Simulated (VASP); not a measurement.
# InSe2 (P4/nmm) in VASP: a series of runs

The runs below take InSe2 through single point, with PBE.

Everything below comes from runs of VASP 6.6.1. Logs are shortened: lines on timing, memory, paths and dates and some standing lists are left out, and cuts for length are marked.

**1. The cell of the first run**

It takes space group P4/nmm (No. 129, tetragonal). Conventional cell: a = 3.865 Å, b = 3.865 Å, c = 9.823 Å, α = 90.00°, β = 90.00°, γ = 90.00°. In (site symmetry 4mm) has 9 Se at 2.84 to 3.49 Å within 3.7 Å. Se (site symmetry 4mm) has 5 In at 2.84 to 3.49 Å within 3.7 Å. Se (site symmetry -4m2) has 4 Se at 2.73 Å and 4 In at 3.39 Å within 3.6 Å.

**2. Single point, PBE**

The input, INCAR:

```
PREC = Accurate
ENCUT = 520
EDIFF = 1E-7
ISMEAR = 0
SIGMA = 0.1
LREAL = F
LASPH = T
NELM = 100
ALGO = Normal
ISIF = 2
LWAVE = F
LCHARG = F
GGA = PE
NBANDS = 34
```

The input, KPOINTS:

```
Automatic mesh
0
Gamma
  6 6 4
```

The input, POSCAR:

```
InSe2
1.0
    3.8652832129      0.0000000000      0.0000000000
    0.0000000000      3.8652832129      0.0000000000
    0.0000000000      0.0000000000      9.8234549341
In Se
2 4
Direct
    0.0000000000      0.5000000000      0.7164519235
    0.5000000000      0.0000000000      0.2835480765
    0.0000000000      0.5000000000      0.3614258952
    0.5000000000      0.0000000000      0.6385741048
    0.0000000000      0.0000000000      0.0000000000
    0.5000000000      0.5000000000      0.0000000000
```

Potentials or basis: VASP PAW PBE potentials, release 64 (In_d, Se).

The run is started by

```
cat potpaw_PBE.64/In_d/POTCAR potpaw_PBE.64/Se/POTCAR > POTCAR
mpirun -np 1 vasp_std > vasp.out
```

OUTCAR:

```text
PREC = Accurate
   ENCUT = 520
   EDIFF = 1E-7
   ISMEAR = 0
   LREAL = F
   LASPH = T
   NELM = 100
   ISIF = 2
   GGA = PE

 ion  position               nearest neighbor table
   1  0.000  0.500  0.716-   4 2.84   4 2.84   4 2.84   4 2.84   5 3.39   6 3.39   6 3.39   5 3.39

   2  0.500  0.000  0.284-   3 2.84   3 2.84   3 2.84   3 2.84   6 3.39   6 3.39   5 3.39   5 3.39

   3  0.000  0.500  0.361-   2 2.84   2 2.84   2 2.84   2 2.84
   4  0.500  0.000  0.639-   1 2.84   1 2.84   1 2.84   1 2.84
   5  0.000  0.000  0.000-   6 2.73   6 2.73   6 2.73   6 2.73   2 3.39   2 3.39   1 3.39   1 3.39

   6  0.500  0.500  0.000-   5 2.73   5 2.73   5 2.73   5 2.73   2 3.39   1 3.39   1 3.39   2 3.39

  LATTYP: Found a simple tetragonal cell.
 ALAT       =     3.8652832129
 C/A-ratio  =     2.5414579975

  Lattice vectors:

 A1 = (   3.8652832129,   0.0000000000,   0.0000000000)
 A2 = (   0.0000000000,   3.8652832129,   0.0000000000)
 A3 = (   0.0000000000,   0.0000000000,   9.8234549341)

Analysis of symmetry for initial positions (statically):
=====================================================================
 Subroutine PRICEL returns:
 Original cell was already a primitive cell.

 Routine SETGRP: Setting up the symmetry group for a
 simple tetragonal supercell.

 Subroutine GETGRP returns: Found 16 space group operations
 (whereof  8 operations were pure point group operations)
 out of a pool of 16 trial point group operations.

The static configuration has the point symmetry D_2d.
 The point group associated with its full space group is D_4h.

Analysis of symmetry for dynamics (positions and initial velocities):
=====================================================================
 Subroutine PRICEL returns:
 Original cell was already a primitive cell.

 Routine SETGRP: Setting up the symmetry group for a
 simple tetragonal supercell.

 Subroutine GETGRP returns: Found 16 space group operations
 (whereof  8 operations were pure point group operations)
 out of a pool of 16 trial point group operations.

The dynamic configuration has the point symmetry D_2d.
 The point group associated with its full space group is D_4h.

 Subroutine INISYM returns: Found 16 space group operations
 (whereof  8 operations are pure point group operations),
 and found     1 'primitive' translations

----------------------------------------------------------------------------------------

                                     Primitive cell

  volume of cell :     146.7665

  direct lattice vectors                    reciprocal lattice vectors
     3.865283213  0.000000000  0.000000000     0.258713255  0.000000000  0.000000000
     0.000000000  3.865283213  0.000000000     0.000000000  0.258713255  0.000000000
     0.000000000  0.000000000  9.823454934     0.000000000  0.000000000  0.101797179

  length of vectors
     3.865283213  3.865283213  9.823454934     0.258713255  0.258713255  0.101797179

  position of ions in fractional coordinates (direct lattice)
     0.000000000  0.500000000  0.716451924
     0.500000000  0.000000000  0.283548076
     0.000000000  0.500000000  0.361425895
     0.500000000  0.000000000  0.638574105
     0.000000000  0.000000000  0.000000000
     0.500000000  0.500000000  0.000000000

  ion indices of the primitive-cell ions
   primitive index   ion index
                 1           1
                 2           2
                 3           3
                 4           4
                 5           5
                 6           6

----------------------------------------------------------------------------------------

 KPOINTS: Automatic mesh

Automatic generation of k-mesh.
 Grid dimensions read from file:
 generate k-points for:    6    6    4

 Generating k-lattice:

  Cartesian coordinates                     Fractional coordinates (reciprocal lattice)
     0.043118876  0.000000000  0.000000000     0.166666667  0.000000000  0.000000000
     0.000000000  0.043118876  0.000000000     0.000000000  0.166666667  0.000000000
     0.000000000  0.000000000  0.025449295     0.000000000  0.000000000  0.250000000

  Length of vectors
     0.043118876  0.043118876  0.025449295

  Shift w.r.t. Gamma in fractional coordinates (k-lattice)
     0.000000000  0.000000000  0.000000000

 Subroutine IBZKPT returns following result:
 ===========================================

 Found     30 irreducible k-points:

 Following reciprocal coordinates:
            Coordinates               Weight
  0.000000  0.000000  0.000000      1.000000
  0.166667  0.000000  0.000000      4.000000
  0.333333  0.000000  0.000000      4.000000
  0.500000  0.000000  0.000000      2.000000
  0.166667  0.166667  0.000000      4.000000
  0.333333  0.166667  0.000000      8.000000
[... 16 lines left out ...]
  0.333333  0.000000  0.500000      4.000000
  0.500000  0.000000  0.500000      2.000000
 [... further k-points ...]
   k-points           NKPTS =     30   k-points in BZ     NKDIM =     30   number of bands    NBANDS=     34
   number of dos      NEDOS =    301   number of ions     NIONS =      6
   total plane-waves  NPLWV =  72000
   dimension x,y,z NGX =    30 NGY =   30 NGZ =   80
   dimension x,y,z NGXF=    60 NGYF=   60 NGZF=  160
   ions per type =               2   4
   NGX,Y,Z   is equivalent  to a cutoff of  12.90, 12.90, 13.54 a.u.
   NGXF,Y,Z  is equivalent  to a cutoff of  25.81, 25.81, 27.08 a.u.
 SYSTEM =  unknown system
   PREC   = accura    normal or accurate (medium, high low for compatibility)
   ISTART =      0    job   : 0-new  1-cont  2-samecut
   ICHARG =      2    charge: 1-file 2-atom 10-const
   ISPIN  =      1    spin polarized calculation?
   LNONCOLLINEAR =      F non collinear calculations
   LSORBIT =      F    spin-orbit coupling
   LASPH  =      T    aspherical Exc in radial PAW
   ENCUT  =  520.0 eV  38.22 Ry    6.18 a.u.   7.19  7.19 18.27*2*pi/ulx,y,z
   NELM   =    100;   NELMIN=  2; NELMDL= -5     # of ELM steps
   EDIFF  = 0.1E-06   stopping-criterion for ELM
   LREAL  =      F    real-space projection
   EDIFFG = 0.1E-05   stopping-criterion for IOM
   NSW    =      0    number of steps for IOM
   IBRION =     -1    ionic relax: 0-MD 1-quasi-New 2-CG
   NFREE  =      0    steps in history (QN), initial steepest desc. (CG)
   ISIF   =      2    stress and relaxation
   ISYM   =      2    0-nonsym 1-usesym 2-fastsym
   POTIM  = 0.5000    time-step for ionic-motion
   TEBEG  =    0.0;   TEEND  =   0.0 temperature during run
   PSTRESS=    0.0 pullay stress
   NELECT =      50.0000    total number of electrons
   NUPDOWN=      -1.0000    fix difference up-down
   EMIN   =  10.00;   EMAX   =-10.00  energy-range for DOS
   EFERMI =   0.00;   METHOD = LEGACY
   ISMEAR =     0;   SIGMA  =   0.10  broadening in eV -4-tet -1-fermi 0-gaus
   EFERMI_NEDOS =   21; number of points for ismear=-14 and -15
   IALGO  =     38    algorithm
   IMIX   =      4    mixing-type and parameters
     AMIX     =   0.40;   BMIX     =  1.00
     AMIX_MAG =   1.60;   BMIX_MAG =  1.00
  volume/ion in A,a.u.               =      24.46       165.07
  Fermi-wavevector in a.u.,A,eV,Ry     =   1.143376  2.160668 17.787025  1.307309
  Thomas-Fermi vector in A             =   2.280072
   LORBIT       =      0    0 simple, 1 ext, 2 COOP (PROOUT), +10 PAW based schemes
   GGA     = PE    functional components
   LHFCALC =     F    Hartree Fock is set to
   AEXX    =    0.0000 exact exchange contribution
   IVDW    =     0    specifies the selected vdW correction
   LEPSILON=     F    determine dielectric tensor
   LRPA    =     F    only Hartree local field effects (RPA)
 non-spin polarized calculation
 Gauss-broadening in eV      SIGMA  =   0.10
  energy-cutoff  :      520.00
  volume of cell :      146.77
 maximum number of plane-waves:      4000
 NGX is ok and might be reduce to    30
   NGX = 15   NGY = 15   NGZ = 37

 number of electron      49.9999985 magnetization

 Free energy of the ion-electron system (eV)
  ---------------------------------------------------
  ext. energy  EPLUGINS =         0.00000000
  ---------------------------------------------------
  free energy    TOTEN  =       -20.29672810 eV

  energy without entropy =      -20.28902435  energy(sigma->0) =      -20.29287622

 E-fermi :   4.9218     XC(G=0):  -9.8379

 val. band max:        4.9136916068   @ k =   0.3333   0.0000   0.0000
 cond. band min:       5.1354762568   @ k =   0.1667   0.0000   0.0000
 fundamental gap:      0.2217846500
 Fermi energy:         4.9218000761

 k-point     1 :       0.0000    0.0000    0.0000
  band No.  band energies     occupation
      1     -10.2191      2.00000
      2      -9.6958      2.00000
      3      -9.6559      2.00000
      4      -9.5173      2.00000
      5      -9.5149      2.00000
      6      -9.4881      2.00000
[... 26 lines left out ...]
     33      11.2141      0.00000
     34      11.2190      0.00000

 k-point     2 :       0.1667    0.0000    0.0000
  band No.  band energies     occupation
      1     -10.0070      2.00000
      2      -9.6654      2.00000
      3      -9.6074      2.00000
      4      -9.5068      2.00000
      5      -9.5050      2.00000
      6      -9.4956      2.00000
[... 26 lines left out ...]
     33      10.7909      0.00000
     34      10.7910      0.00000

 k-point     3 :       0.3333    0.0000    0.0000
  band No.  band energies     occupation
      1      -9.6441      2.00000
      2      -9.6130      2.00000
      3      -9.5400      2.00000
      4      -9.5344      2.00000
      5      -9.4968      2.00000
      6      -9.4954      2.00000
[... 26 lines left out ...]
     33      10.3811      0.00000
     34      10.4867      0.00000

 k-point     4 :       0.5000    0.0000    0.0000
  band No.  band energies     occupation
      1      -9.5897      2.00000
      2      -9.5897      2.00000
      3      -9.5545      2.00000
      4      -9.5545      2.00000
      5      -9.5100      2.00000
      6      -9.5100      2.00000
[... 26 lines left out ...]
     33      10.1251      0.00000
     34      10.1251      0.00000

 k-point     5 :       0.1667    0.1667    0.0000
  band No.  band energies     occupation
      1      -9.8248      2.00000
      2      -9.6511      2.00000
      3      -9.5748      2.00000
      4      -9.5111      2.00000
      5      -9.5042      2.00000
      6      -9.5008      2.00000
[... 621 lines left out ...]
 k-point    22 :       0.1667    0.0000    0.5000
  band No.  band energies     occupation
      1     -10.0057      2.00000
      2      -9.6379      2.00000
      3      -9.6321      2.00000
      4      -9.5068      2.00000
      5      -9.5043      2.00000
      6      -9.4964      2.00000
[... 26 lines left out ...]
     33      10.9590      0.00000
     34      11.2111      0.00000

 k-point    23 :       0.3333    0.0000    0.5000
  band No.  band energies     occupation
      1      -9.6648      2.00000
      2      -9.5890      2.00000
      3      -9.5446      2.00000
      4      -9.5316      2.00000
      5      -9.4970      2.00000
      6      -9.4954      2.00000
[... 26 lines left out ...]
     33      10.1607      0.00000
     34      11.0455      0.00000

 k-point    24 :       0.5000    0.0000    0.5000
  band No.  band energies     occupation
      1      -9.5971      2.00000
      2      -9.5971      2.00000
      3      -9.5478      2.00000
      4      -9.5478      2.00000
      5      -9.5100      2.00000
      6      -9.5100      2.00000
[... 26 lines left out ...]
     33       9.8244      0.00000
     34       9.8244      0.00000

 [... further k-points ...]

------------------------ aborting loop because EDIFF is reached ----------------------------------------

  FORCE on cell =-STRESS in cart. coord.  units (eV):
  Direction    XX          YY          ZZ          XY          YZ          ZX
  --------------------------------------------------------------------------------------
  -------------------------------------------------------------------------------------
  Total        0.0700829      0.0700829     -0.0137104      0.0000000      0.0000000     -0.0000000
  in kB        0.7650604      0.7650604     -0.1496695      0.0000000      0.0000000     -0.0000000
  external PRESSURE =       0.4601504 kB  Pullay stress =       0.0000000 kB

 VOLUME and BASIS-vectors are now :
 -----------------------------------------------------------------------------
  energy-cutoff  :      520.00
  volume of cell :      146.77
      direct lattice vectors                 reciprocal lattice vectors
     3.865283213  0.000000000  0.000000000     0.258713255  0.000000000  0.000000000
     0.000000000  3.865283213  0.000000000     0.000000000  0.258713255  0.000000000
     0.000000000  0.000000000  9.823454934     0.000000000  0.000000000  0.101797179

 POSITION                                       TOTAL-FORCE (eV/Angst)
 -----------------------------------------------------------------------------------
      0.00000      1.93264      7.03803         0.000000      0.000000      0.005370
      1.93264      0.00000      2.78542        -0.000000      0.000000     -0.005370
      0.00000      1.93264      3.55045         0.000000      0.000000      0.005142
      1.93264      0.00000      6.27300         0.000000      0.000000     -0.005142
      0.00000      0.00000      0.00000         0.000000      0.000000     -0.000000
      1.93264      1.93264      0.00000         0.000000     -0.000000     -0.000000
 -----------------------------------------------------------------------------------
    total drift:                                0.000000      0.000000      0.000000

  FREE ENERGIE OF THE ION-ELECTRON SYSTEM (eV)
  ---------------------------------------------------
  free  energy   TOTEN  =       -20.2967280971 eV

  energy  without entropy=      -20.2890243467  energy(sigma->0) =      -20.29287622
```

It took 2 min on 1 thread of AMD EPYC 7R13 (Zen 3), shared host; peak memory 0.28 GiB.

Results:

```
Free energy            : -20.2967 eV
Pressure               : 0.0 GPa
Largest force          : 0.005 eV/Å
Band gap on the k mesh : zero (bands 25 and 26 overlap by 1.93 eV)
```

Forces in eV/Å, atoms in the order of the input:
```
In   0.000  0.000  0.005
In   0.000  0.000 -0.005
Se   0.000  0.000  0.005
Se   0.000  0.000 -0.005
Se   0.000  0.000  0.000
Se   0.000  0.000  0.000
```

Stress tensor (GPa, compression positive):
```
 0.08  0.00  0.00
 0.00  0.08  0.00
 0.00  0.00 -0.01
```

Levels at points of the mesh, in eV from the Fermi level:
```csv
k point,band 23,band 24,band 25,band 26,band 27,band 28
"(0.00, 0.00, 0.00)",-1.61,-1.61,0.33,0.54,3.07,3.07
"(0.50, 0.00, 0.00)",-1.17,-1.17,-0.78,-0.78,1.80,1.80
"(0.50, 0.50, 0.00)",-1.47,-1.47,-1.00,-1.00,2.67,2.67
"(0.00, 0.00, 0.50)",-1.54,-1.11,0.33,0.58,2.26,3.07
"(0.50, 0.00, 0.50)",-0.94,-0.94,-0.78,-0.78,1.25,1.25
"(0.50, 0.50, 0.50)",-1.68,-1.68,-1.32,-1.32,3.35,3.35
```

Caveat: spin-orbit coupling is left out, which moves the levels of the heavy elements.

**3. Single point, PBE**

The input, INCAR:

```
SYSTEM = InSe2
PREC     = Accurate       ! precision mode
ENCUT    = 520            ! plane-wave cutoff, eV
EDIFF    = 1E-7           ! SCF threshold, eV
ISMEAR   = 0              ! smearing method
SIGMA    = 0.1            ! smearing width, eV
LREAL    = .False.        ! projectors in reciprocal space
LASPH    = .True.         ! aspherical terms in the spheres
NELM     = 60             ! most SCF steps
ALGO     = Normal         ! electronic algorithm
ISIF     = 2              ! what is computed and relaxed
LWAVE    = .False.        ! write WAVECAR
LCHARG   = .False.        ! write CHGCAR
GGA      = PE             ! functional
NBANDS   = 34             ! bands
```

The input, KPOINTS:

```
Automatic mesh
0
Gamma
  6 6 2
  0 0 0
```

The input, POSCAR:

```
InSe2
1.0
    3.8668047914      0.0000000000      0.0000000000
    0.0000000000      3.8668047914      0.0000000000
    0.0000000000      0.0000000000      9.8271243407
In Se
2 4
Direct
    0.0000000000      0.5000000000      0.7159040856
    0.5000000000      0.0000000000      0.2840959144
    0.0000000000      0.5000000000      0.3614863435
    0.5000000000      0.0000000000      0.6385136565
    0.0000000000      0.0000000000      0.0000000000
    0.5000000000      0.5000000000      0.0000000000
```

Potentials or basis: VASP PAW PBE potentials, release 64 (In_d, Se).

The run is started by

```
cat potpaw_PBE.64/In_d/POTCAR potpaw_PBE.64/Se/POTCAR > POTCAR
mpirun -np 1 vasp_std > vasp.out
```

It took 80 s on 1 thread of AMD EPYC 7R13 (Zen 3), shared host; peak memory 0.26 GiB.

The run converged. Its results:

```
Free energy            : -20.2972 eV
Pressure               : 0.0 GPa
Band gap on the k mesh : zero (bands 25 and 26 overlap by 1.92 eV)
```

Levels at points of the mesh, in eV from the Fermi level:
```csv
k point,band 23,band 24,band 25,band 26,band 27,band 28
"(0.00, 0.00, 0.00)",-1.60,-1.60,0.34,0.55,3.07,3.07
"(0.50, 0.00, 0.00)",-1.16,-1.16,-0.77,-0.77,1.81,1.81
"(0.50, 0.50, 0.00)",-1.47,-1.47,-0.99,-0.99,2.68,2.68
"(0.00, 0.00, 0.50)",-1.54,-1.11,0.34,0.58,2.27,3.07
"(0.50, 0.00, 0.50)",-0.93,-0.93,-0.77,-0.77,1.26,1.26
"(0.50, 0.50, 0.50)",-1.67,-1.67,-1.31,-1.31,3.36,3.36
```

Caveat: spin-orbit coupling is left out, which moves the levels of the heavy elements.
